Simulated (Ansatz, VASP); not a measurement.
Two plane-wave programs on La3N2

```
La N
1.0
     4.34405    0.00000    0.00000
     0.00000    4.34405    0.00000
     0.00000    0.00000    6.25351
La N
3 2
Cartesian
  2.1720 0.0000 5.4959
  0.0000 2.1720 5.4959
  2.1720 2.1720 1.5677
  2.1720 0.0000 3.5863
  0.0000 2.1720 3.5863
```

Alike in both runs: task relaxation of cell and atoms; functional PBE; k mesh 4 × 4 × 4; occupations gaussian, width 0.1 eV; no spin polarisation.

|  | VASP | Ansatz |
| --- | --- | --- |
| version | VASP 6.6.1 | Ansatz 0.2.0 |
| potentials or method | VASP PAW PBE potentials, release 64 (La, N), cutoff 600 eV | scalar-relativistic, plane waves, PAW |
| valence electrons in the cell | 43 | 43 |

```csv
,VASP,Ansatz,Ansatz less VASP
"gap on the k mesh at the Fermi level, each at its own relaxed structure (eV)",none,none,-
relaxed volume (Å³/atom),27.24,29.69,+2.455
relaxed cell length with the largest relative difference (Å),5.429,6.220,+0.7910
```

A gap of «none» marks a metal or a gap that the smearing closes. One of these differences is far larger than is usual between the two programs; its cause wasn't traced.

The k mesh is coarse, so the values compare programs but aren't converged. Neither program's run includes spin-orbit coupling. Noted on VASP's run: the volume moved by over 15 % at a fixed basis, so the end points are rough.
